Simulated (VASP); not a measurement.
Set up this calculation in VASP 6.6.1, as the native input.

| Property | Result |
| --- | --- |
| Task | relaxation of cell and atoms |
| Functional | PBE |
| Potentials or basis | VASP PAW PBE potentials, release 64 (Y_sv, Mg, Ga_d, C, N) |
| Cutoff | 600 eV |
| k mesh | 4 × 4 × 4 |
| Occupations | gaussian, width 0.1 eV |
| Spin | no spin polarisation |
| Dipole correction | no |
| Further INCAR settings | LREAL = Auto; ALGO = Normal; EDIFF = 1e-06; IBRION = 2; EDIFFG = -0.04; NSW = 90; ISIF = 3 |

The structure of YMg2GaC6N6 lies in POSCAR:

```
YMg2GaC6N6
1.0
    0.0000000000      5.2760000000      5.2760000000
    5.2760000000      0.0000000000      5.2760000000
    5.2760000000      5.2760000000      0.0000000000
Y Mg Ga C N
1 2 1 6 6
Direct
    0.5000000000      0.5000000000      0.5000000000
    0.2500000000      0.2500000000      0.2500000000
    0.7500000000      0.7500000000      0.7500000000
    0.0000000000      0.0000000000      0.0000000000
    0.8203184200      0.1796815800      0.1796815800
    0.1796815800      0.8203184200      0.1796815800
    0.1796815800      0.1796815800      0.8203184200
    0.1796815800      0.8203184200      0.8203184200
    0.8203184200      0.1796815800      0.8203184200
    0.8203184200      0.8203184200      0.1796815800
    0.7094389700      0.2905610300      0.2905610300
    0.2905610300      0.7094389700      0.2905610300
    0.2905610300      0.2905610300      0.7094389700
    0.2905610300      0.7094389700      0.7094389700
    0.7094389700      0.2905610300      0.7094389700
    0.7094389700      0.7094389700      0.2905610300
```

One way to write it, as run:

INCAR

```
SYSTEM = YMg2GaC6N6
ALGO = Normal
EDIFF = 1E-6
EDIFFG = -0.04
ENCUT = 600
GGA = PE
IBRION = 2
ISIF = 3
ISMEAR = 0
LASPH = .TRUE.
LCHARG = .FALSE.
LREAL = Auto
LWAVE = .FALSE.
NELM = 100
NSW = 90
PREC = Accurate
SIGMA = 0.1
```

KPOINTS

```
k-points
0
G
  4 4 4
  0 0 0
```

Potentials or basis: VASP PAW PBE potentials, release 64 (Y_sv, Mg, Ga_d, C, N).

Run with:

```console
$ cat potpaw_PBE.64/Y_sv/POTCAR potpaw_PBE.64/Mg/POTCAR potpaw_PBE.64/Ga_d/POTCAR potpaw_PBE.64/C/POTCAR potpaw_PBE.64/N/POTCAR > POTCAR
$ mpirun -np 1 vasp_std > vasp.out
```

Results of the run:

| Property | Result |
| --- | --- |
| Relaxed volume | 23.11 Å³/atom |
| Relaxed cell | a = 8.057 Å, b = 8.057 Å, c = 8.057 Å, α = 60.00°, β = 60.00°, γ = 60.00° |
| Space group after relaxing (to 0.1 Å) | Fm-3m (No. 225) |
| Pressure after relaxing | 0.1 GPa |
| Largest force after relaxing | 0.031 eV/Å |
| Band gap on the k mesh | 0.56 eV (least direct gap 0.60 eV) |

Caveat: the volume moved by over 15 % at a fixed basis, so the end points are rough.

Run time: 28 min on 1 thread of Intel(R) Xeon(R) 6975P-C (Granite Rapids), on a shared host, peak memory 0.63 GiB.
